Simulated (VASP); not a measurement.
A run of VASP 6.6.1:

Contents of INCAR:

```
SYSTEM = MnSb
PREC = Accurate
ENCUT = 520
EDIFF = 1E-7
ISMEAR = -1
SIGMA = 0.1
LREAL = .FALSE.
LASPH = .TRUE.
NELM = 150
ALGO = Normal
ISIF = 2
LWAVE = .FALSE.
LCHARG = .FALSE.
ISPIN = 2
MAGMOM = 4 4 0 0
LORBIT = 11
LMAXMIX = 4
GGA = PS
NBANDS = 30
```

KPOINTS

```
Automatic mesh
0
G
  9 9 6
  0 0 0
```

The input POSCAR:

```
MnSb
1.0
    3.8525187319      0.0000000000      0.0000000000
   -1.9262593660      3.3363790904      0.0000000000
    0.0000000000      0.0000000000      5.3656766917
Mn Sb
2 2
Direct
    0.0000000000      0.0000000000      0.0000000000
    0.0000000000      0.0000000000      0.5000000000
    0.3333333333      0.6666666667      0.2500000000
    0.6666666667      0.3333333333      0.7500000000
```

Potentials or basis: VASP PAW PBE potentials, release 64 (Mn_pv, Sb).

Run with:

```bash
$ cat potpaw_PBE.64/Mn_pv/POTCAR potpaw_PBE.64/Sb/POTCAR > POTCAR
$ mpirun -np 1 vasp_std > vasp.out
```

Hardware: 1 thread of Intel Xeon 8259CL, on a shared host.

How long does it take, and how much memory?

Wall time 5.2 min on 1 thread of Intel Xeon 8259CL (shared host), peak memory 0.31 GiB. Counts: scf iterations 17, k points 48.
